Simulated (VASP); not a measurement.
# In3Ga5As5P3 (P1) in VASP: a series of runs, part 2 of 2

VASP 6.6.1. Earlier steps stand in the parts before.

**4. Single point, PBEsol**

Input file INCAR:

```
SYSTEM = In3Ga5As5P3
PREC = Accurate
ENCUT = 520
EDIFF = 1E-7
ISMEAR = -1
SIGMA = 0.05
LREAL = Auto
LASPH = .TRUE.
NELM = 100
ALGO = Normal
ISIF = 2
LWAVE = .FALSE.
LCHARG = .FALSE.
GGA = PS
NELECT = 143.0
NBANDS = 86
```

Input file KPOINTS:

```
Automatic mesh
0
Gamma
  2 2 2
  0.5 0.5 0.5
```

Input file POSCAR:

```
In3Ga5As5P3
1.0
   11.4856880000      0.0000000000      0.0000000000
    0.0000000000      5.7428440000      0.0000000000
    0.0000000000      0.0000000000      5.7428440000
In Ga As P
3 5 5 3
Direct
    0.0022380000      0.0097930000      0.9711440000
    0.2447350000      0.5293410000      0.9773680000
    0.2453410000      0.9545600000      0.4952550000
    0.4976820000      0.9984570000      0.0038740000
    0.7549140000      0.5029090000      0.9806700000
    0.7479810000      0.0206050000      0.4908070000
    0.9938530000      0.4955700000      0.4978190000
    0.4997560000      0.4702260000      0.4977260000
    0.1225870000      0.2715120000      0.2597550000
    0.6180910000      0.2586420000      0.2538260000
    0.8642730000      0.7625970000      0.2617670000
    0.8844730000      0.2845450000      0.7544960000
    0.1097230000      0.7511400000      0.7469820000
    0.3853620000      0.7429880000      0.2828620000
    0.3796820000      0.2251700000      0.7370450000
    0.6211040000      0.7085630000      0.7498210000
```

Potentials or basis: VASP PAW PBE potentials, release 64 (In_d, Ga_d, As, P).

Started as:

```
> cat potpaw_PBE.64/In_d/POTCAR potpaw_PBE.64/Ga_d/POTCAR potpaw_PBE.64/As/POTCAR potpaw_PBE.64/P/POTCAR > POTCAR
> mpirun -np 1 vasp_std > vasp.out
```

OUTCAR:

```text
SYSTEM = In3Ga5As5P3
   PREC = Accurate
   ENCUT = 520
   EDIFF = 1E-7
   ISMEAR = -1
   LREAL = Auto
   LASPH = .TRUE.
   NELM = 100
   ISIF = 2
   GGA = PS
   NELECT = 143.0

 ion  position               nearest neighbor table
   1  0.002  0.010  0.971-  13 2.32  12 2.42   9 2.63  11 2.70   3 3.92   2 3.92
   2  0.245  0.529  0.977-  13 2.40   9 2.61  14 2.68  15 2.71   3 3.69   3 3.85   1 3.92
   3  0.245  0.955  0.495-  14 2.36  13 2.43  15 2.59   9 2.67   2 3.69   2 3.85   1 3.92
   4  0.498  0.998  0.004-  15 2.42  10 2.49  14 2.53  16 2.63
   5  0.755  0.503  0.981-  12 2.34  16 2.35  11 2.53  10 2.63
   6  0.748  0.021  0.491-  11 2.39  10 2.44  12 2.65  16 2.75
   7  0.994  0.496  0.498-  12 2.28   9 2.39  13 2.44  11 2.53
   8  0.500  0.470  0.498-  10 2.30  14 2.39  15 2.40  16 2.43
   9  0.123  0.272  0.260-   7 2.39   2 2.61   1 2.63   3 2.67
  10  0.618  0.259  0.254-   8 2.30   6 2.44   4 2.49   5 2.63
  11  0.864  0.763  0.262-   6 2.39   7 2.53   5 2.53   1 2.70
  12  0.884  0.285  0.754-   7 2.28   5 2.34   1 2.42   6 2.65
  13  0.110  0.751  0.747-   1 2.32   2 2.40   3 2.43   7 2.44
  14  0.385  0.743  0.283-   3 2.36   8 2.39   4 2.53   2 2.68
  15  0.380  0.225  0.737-   8 2.40   4 2.42   3 2.59   2 2.71
  16  0.621  0.709  0.750-   5 2.35   8 2.43   4 2.63   6 2.75

  LATTYP: Found a simple tetragonal cell.
 ALAT       =     5.7428440000
 C/A-ratio  =     2.0000000000

  Lattice vectors:

 A1 = (   0.0000000000,   5.7428440000,   0.0000000000)
 A2 = (   0.0000000000,   0.0000000000,   5.7428440000)
 A3 = (  11.4856880000,   0.0000000000,   0.0000000000)

Analysis of symmetry for initial positions (statically):
=====================================================================
 Subroutine PRICEL returns:
 Original cell was already a primitive cell.

 Routine SETGRP: Setting up the symmetry group for a
 simple tetragonal supercell.

 Subroutine GETGRP returns: Found  1 space group operations
 (whereof  1 operations were pure point group operations)
[... 147 lines left out ...]
   LORBIT       =      0    0 simple, 1 ext, 2 COOP (PROOUT), +10 PAW based schemes
   GGA     = PS    functional components
   LHFCALC =     F    Hartree Fock is set to
   AEXX    =    0.0000 exact exchange contribution
   IVDW    =     0    specifies the selected vdW correction
   LEPSILON=     F    determine dielectric tensor
   LRPA    =     F    only Hartree local field effects (RPA)
 non-spin polarized calculation
  energy-cutoff  :      520.00
  volume of cell :      378.80
 maximum number of plane-waves:     10211
 NGX is ok and might be reduce to    90
   NGX = 43   NGY = 21   NGZ = 21

 number of electron     143.0000018 magnetization

 Free energy of the ion-electron system (eV)
  ---------------------------------------------------
  ext. energy  EPLUGINS =         0.00000000
  ---------------------------------------------------
  free energy    TOTEN  =       -74.13843981 eV

  energy without entropy =      -74.07229478  energy(sigma->0) =      -74.10536729

 E-fermi :   4.0005     XC(G=0):  -9.5847

 val. band max:        3.9792714769   @ k =   0.2500  -0.2500   0.2500
 cond. band min:       4.0173489227   @ k =   0.2500   0.2500  -0.2500
 fundamental gap:      0.0380774458
 Fermi energy:         4.0004923418

 k-point     1 :       0.2500    0.2500    0.2500
  band No.  band energies     occupation
      1     -10.7977      2.00000
      2     -10.7220      2.00000
      3     -10.6262      2.00000
      4     -10.5849      2.00000
      5     -10.5468      2.00000
      6     -10.5423      2.00000
[... 333 lines left out ...]
     82       8.0186      0.00000
     83       8.3781      0.00000
 [bands above 83 left out]

------------------------ aborting loop because EDIFF is reached ----------------------------------------

  FORCE on cell =-STRESS in cart. coord.  units (eV):
  Direction    XX          YY          ZZ          XY          YZ          ZX
  --------------------------------------------------------------------------------------
  -------------------------------------------------------------------------------------
  Total       -2.8315450     -5.2866141     -5.3443221     -6.4595936      0.5113455     -4.6390114
  in kB      -11.9763093    -22.3602747    -22.6043570    -27.3215118      2.1627880    -19.6211731
  external PRESSURE =     -18.9803137 kB  Pullay stress =       0.0000000 kB

 VOLUME and BASIS-vectors are now :
 -----------------------------------------------------------------------------
  energy-cutoff  :      520.00
  volume of cell :      378.80
      direct lattice vectors                 reciprocal lattice vectors
    11.485688000  0.000000000  0.000000000     0.087064876  0.000000000  0.000000000
     0.000000000  5.742844000  0.000000000     0.000000000  0.174129752  0.000000000
     0.000000000  0.000000000  5.742844000     0.000000000  0.000000000  0.174129752

 POSITION                                       TOTAL-FORCE (eV/Angst)
 -----------------------------------------------------------------------------------
      0.02570      0.05624      5.57713        -0.998430      0.840359      2.956352
      2.81095      3.03992      5.61287         2.200629     -1.455123      1.264528
      2.81791      5.48189      2.84417         0.312224      2.088021     -0.268357
      5.71622      5.73398      0.02225         0.091801     -0.766877     -0.231621
      8.67071      2.88813      5.63183        -0.938032      0.626181      1.059704
      8.59108      0.11833      2.81863        -0.420457     -0.288664      1.033641
[... 8 lines left out ...]
      4.36091      1.29312      4.23273        -0.065755      0.456924      0.663064
      7.13381      4.06917      4.30611        -0.111598      1.526860     -0.009050
 -----------------------------------------------------------------------------------
    total drift:                                0.013291     -0.000925     -0.028445

  FREE ENERGIE OF THE ION-ELECTRON SYSTEM (eV)
  ---------------------------------------------------
  free  energy   TOTEN  =       -74.1384398091 eV

  energy  without entropy=      -74.0722947796  energy(sigma->0) =      -74.10536729
```

stdout:

```text
POSCAR found type information on POSCAR InGaAsP
 POSCAR found :  4 types and      16 ions
 scaLAPACK will be used
 -----------------------------------------------------------------------------
|                                                                             |
|                                                                             |
|     You enforced a specific xc type in the INCAR file but a different       |
|     I HOPE YOU KNOW WHAT YOU ARE DOING!                                     |
|                                                                             |
 -----------------------------------------------------------------------------

 LDA part: xc-table for (Slater+PW92), standard interpolation
 POSCAR, INCAR and KPOINTS ok, starting setup
 FFT: planning ... GRIDC
 FFT: planning ... GRID_SOFT
 FFT: planning ... GRID
 WAVECAR not read
 entering main loop
 the old and the new charge density differ
 old charge density:   144.00000 new  143.00000
    0.132E+01
```

It took 5.8 min on 1 thread of Intel Xeon Platinum 8175M at 2.50GHz (Skylake/Cascade Lake), shared host; peak memory 0.51 GiB.

What came out:

* Free energy: -74.1384 eV
* Largest force: 3.232 eV/Å

Forces on the atoms (eV/Å):
```
In  -0.998  0.840  2.956
In   2.201 -1.455  1.265
In   0.312  2.088 -0.268
Ga   0.092 -0.767 -0.232
Ga  -0.938  0.626  1.060
Ga  -0.420 -0.289  1.034
Ga   0.168  1.045 -1.147
Ga  -0.691  0.843  1.112
As   0.213 -0.526 -0.003
As   1.163 -0.660 -1.363
As   0.455 -0.604 -0.521
As  -2.100 -0.864 -0.845
As  -0.233 -1.596 -1.730
P    0.955 -0.666 -1.971
P   -0.066  0.457  0.663
P   -0.112  1.527 -0.009
```

Levels at points of the mesh, in eV from the Fermi level:
| k point | band 67 | band 68 | band 69 | band 70 | band 71 | band 72 | band 73 | band 74 | band 75 | band 76 |
| --- | --- | --- | --- | --- | --- | --- | --- | --- | --- | --- |
| (0.25, 0.25, 0.25) | -1.50 | -1.23 | -0.84 | -0.60 | -0.41 | 0.03 | 1.76 | 2.09 | 2.26 | 2.42 |

Caveat: the k points lie up to 0.55 Å⁻¹ apart, too coarse for converged energies and pressures of a metal; the cell carries a net charge on a neutralising background, which shifts energy and pressure; the cell is charged against a uniform background, so pressure and absolute levels hang on convention; the PAW data sets were made with another functional, which shifts forces and pressure a little; spin-orbit coupling is left out, which moves the levels of the heavy elements.
